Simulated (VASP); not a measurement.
A run of VASP 6.6.1:

The input INCAR:

```
SYSTEM = InBi
ALGO = Normal
EDIFF = 1E-7
ENCUT = 520
GGA = CA
ISIF = 2
ISMEAR = -1
LASPH = .TRUE.
LCHARG = .FALSE.
LREAL = .FALSE.
LWAVE = .FALSE.
NBANDS = 21
NELM = 100
PREC = Accurate
SIGMA = 0.3
```

KPOINTS

```
k-points
0
G
  6 6 6
  0 0 0
```

POSCAR

```
InBi
1.0
    0.0000000000      3.3531907330      3.3531907330
    3.3531907330      0.0000000000      3.3531907330
    3.3531907330      3.3531907330      0.0000000000
In Bi
1 1
Direct
    0.0000000000      0.0000000000      0.0000000000
    0.2500000000      0.2500000000      0.2500000000
```

Potentials or basis: VASP PAW LDA potentials, release 64 (In_d, Bi_d).

Command:

```console
$ cat potpaw_LDA.64/In_d/POTCAR potpaw_LDA.64/Bi_d/POTCAR > POTCAR
$ mpirun -np 1 vasp_std > vasp.out
```

Hardware: 1 thread of AMD EPYC 7R13, on a shared host.

Problem. How long does it take, and how much memory?

Solution. Run time: 53 s on 1 thread of AMD EPYC 7R13, on a shared host, peak memory 0.15 GiB. Counts: scf iterations 13, k points 16.
